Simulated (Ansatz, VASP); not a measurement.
**TaN in VASP and in Ansatz**

Contents of INCAR:

```
SYSTEM = TaN
PREC     = Accurate       ! precision mode
ENCUT    = 520            ! plane-wave cutoff, eV
EDIFF    = 1E-8           ! SCF threshold, eV
ISMEAR   = -1             ! smearing method
SIGMA    = 0.01           ! smearing width, eV
LREAL    = .False.        ! projectors in reciprocal space
LASPH    = .True.         ! aspherical terms in the spheres
NELM     = 60             ! most SCF steps
ALGO     = Normal         ! electronic algorithm
ISIF     = 2              ! what is computed and relaxed
LWAVE    = .False.        ! write WAVECAR
LCHARG   = .False.        ! write CHGCAR
GGA      = PS             ! functional
LEFG     = .True.       
NBANDS   = 33             ! bands
```

KPOINTS

```
Automatic mesh
0
Gamma
  6 6 9
  0 0 0
```

POSCAR

```
TaN
1.0
    5.1440408582      0.0000000000      0.0000000000
   -2.5720204291      4.4548700613      0.0000000000
    0.0000000000      0.0000000000      2.9110000000
Ta N
3 3
Direct
    0.3333333333      0.6666666667      0.5000000000
    0.6666666667      0.3333333333      0.5000000000
    0.0000000000      0.0000000000      0.0000000000
    0.3928500000      0.0000000000      0.0000000000
    0.6071500000      0.6071500000      0.0000000000
    0.0000000000      0.3928500000      0.0000000000
```

Input for Ansatz:

```yaml
crystal:
  lattice:
    - [5.1440408582, 0.0, 0.0]
    - [-2.5720204291, 4.4548700613, 0.0]
    - [0.0, 0.0, 2.911]
  atoms:
    - { symbol: Ta, position: [0.3333333333, 0.6666666667, 0.5] }
    - { symbol: Ta, position: [0.6666666667, 0.3333333333, 0.5] }
    - { symbol: Ta, position: [0.0, 0.0, 0.0] }
    - { symbol: "N", position: [0.39285, 0.0, 0.0] }
    - { symbol: "N", position: [0.60715, 0.60715, 0.0] }
    - { symbol: "N", position: [0.0, 0.39285, 0.0] }
kpoints:
  mp_grid: { grid: [6, 6, 9] }
scf:
  occupations: { method: fermi_dirac, width: 0.01 }
hamiltonian:
  xc: pbesol
  pseudopotentials: { kind: all_electron, datasets: crystal }
output:
  forces: true
  stress: true
  eigenvalues: true
  efg: { contact_densities: true }
```

Change from the starting cell: equal xx and yy strain of -1 %, crystal datasets.

Alike in both runs: task electric field gradients; functional PBEsol; k mesh 6 × 6 × 9; occupations fermi-dirac, width 0.01 eV; no spin polarisation.

```csv
,VASP,Ansatz
version,VASP 6.6.1,Ansatz 0.2.0
potentials or method,"VASP PAW PBE potentials, release 64 (Ta_pv, N), cutoff 520 eV","all-electron PAW with datasets made for the crystal, scalar-relativistic"
```

|  | VASP | Ansatz | Ansatz less VASP |
| --- | --- | --- | --- |
| pressure (GPa) | 3.7 | 2.7 | -1.01 |
| traceless stress, the component that is largest in VASP (GPa) | -3.78 | -3.64 | +0.139 |
| rms of the force components (eV/Å) | 0.079 | 0.066 | -0.0130 |
| size of Vzz on the site where it differs most (V/Å²) | 202.8 | 134.9 | -67.88 |

VASP's potentials were made for PBE, not for PBEsol. Atom by atom the forces differ by 0.013 eV/Å (rms over components). Ansatz ran all-electron here, and VASP with PAW potentials.

Neither program's run includes spin-orbit coupling.
